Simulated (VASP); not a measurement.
Wanted: the native input for a VASP 6.6.1 run.

- Task: single point
- Functional: PBE
- Dispersion: D3(BJ)
- Potentials or basis: VASP PAW PBE potentials, release 64 (Co)
- Cutoff: 520 eV
- k mesh: 12 × 12 × 7
- Occupations: fermi-dirac, width 0.05 eV
- Spin: collinear spin, ferromagnetic start
- Starting moments: [2.0, 2.0] μB
- Dipole correction: no
- Further INCAR settings: ALGO = Normal; EDIFF = 1e-06; NBANDS = 20

The structure of Co lies in POSCAR:

```
Co
1.0
    2.4715530775      0.0000000000      0.0000000000
   -1.2357765387      2.1404277519      0.0000000000
    0.0000000000      0.0000000000      3.9868941118
Co
2
Direct
    0.6666666667      0.3333333333      0.7500000000
    0.3333333333      0.6666666667      0.2500000000
```

These files were run (other wordings do the same):

INCAR

```
SYSTEM = Co
PREC = Accurate
ENCUT = 520
EDIFF = 1E-6
ISMEAR = -1
SIGMA = 0.05
LREAL = .FALSE.
LASPH = .TRUE.
NELM = 150
ALGO = Normal
ISIF = 2
LWAVE = .FALSE.
LCHARG = .TRUE.
ISPIN = 2
MAGMOM = 2 2
LORBIT = 11
LMAXMIX = 4
GGA = PE
IVDW = 12
LELF = .TRUE.
LVHAR = .TRUE.
NBANDS = 20
```

KPOINTS

```
Automatic mesh
0
G
  12 12 7
  0 0 0
```

Potentials or basis: VASP PAW PBE potentials, release 64 (Co).

The run is started by

```console
$ cat potpaw_PBE.64/Co/POTCAR > POTCAR
$ mpirun -np 1 vasp_std > vasp.out
```

Results of the run:

```yaml
Pressure: -0.9 GPa
Net_moment: 3.18 μB per cell
Site_moments: Co +1.60 μB
Valence_electrons_inside_the_program's_atomic_spheres: Co 8.33
Dispersion_energy_per_atom: -0.429 eV
```

Caveat: pairwise dispersion overbinds metals, which lowers pressure and volume.

Run time: 32 s on 1 thread of Intel(R) Xeon(R) Platinum 8559C (Emerald Rapids), with other jobs on the host, peak memory 0.17 GiB.
